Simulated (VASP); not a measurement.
Write the native input for VASP 6.6.1 that does the following.

```
Task                   : dielectric tensor
Functional             : PBE
Dispersion             : D3(BJ)
Potentials or basis    : VASP PAW PBE potentials, release 64 (Ba_sv, S)
Cutoff                 : 520 eV
k mesh                 : 5 × 5 × 5
Occupations            : gaussian, width 0.01 eV
Spin                   : no spin polarisation
Dipole correction      : no
Further INCAR settings : ALGO = Normal; EDIFF = 1e-08
```

The structure of BaS lies in POSCAR:

```
BaS
1.0
    4.5166450000      0.0000000000      0.0000000000
    2.2583225000      3.9115293099      0.0000000000
    2.2583225000      1.3038431033      3.6878251998
Ba S
1 1
Direct
    0.0000000000      0.0000000000      0.0000000000
    0.5000000000      0.5000000000      0.5000000000
```

The input as run:

INCAR

```
SYSTEM = BaS
ALGO = Normal ; EDIFF = 1E-8
ENCUT = 520 ; GGA = PE
ISIF = 2 ; ISMEAR = 0
IVDW = 12 ; LASPH = .True.
LCHARG = .False. ; LEPSILON = .True.
LREAL = .False. ; LWAVE = .False.
NELM = 80 ; PREC = Accurate
SIGMA = 0.01
```

KPOINTS

```
k-points
0
Gamma
  5 5 5
  0 0 0
```

Potentials or basis: VASP PAW PBE potentials, release 64 (Ba_sv, S).

The run is started by

```bash
$ cat potpaw_PBE.64/Ba_sv/POTCAR potpaw_PBE.64/S/POTCAR > POTCAR
$ mpirun -np 1 vasp_std > vasp.out
```

Results of the run:

The band gap on the k mesh is 2.22 eV (least direct gap 2.38 eV) and the electronic dielectric tensor (diagonal) is 4.99. The born charges (mean of the diagonal) is Ba +2.65; S -2.65 e and the dispersion energy per atom is -0.277 eV.

Caveat: three body term missing; spin-orbit coupling is left out, which moves the levels of the heavy elements; an odd mesh through Γ misses points on the zone boundary, where band edges can lie.

Run time: 6.4 min on 1 thread of Intel Xeon 8259CL, with other jobs on the host, peak memory 0.28 GiB.
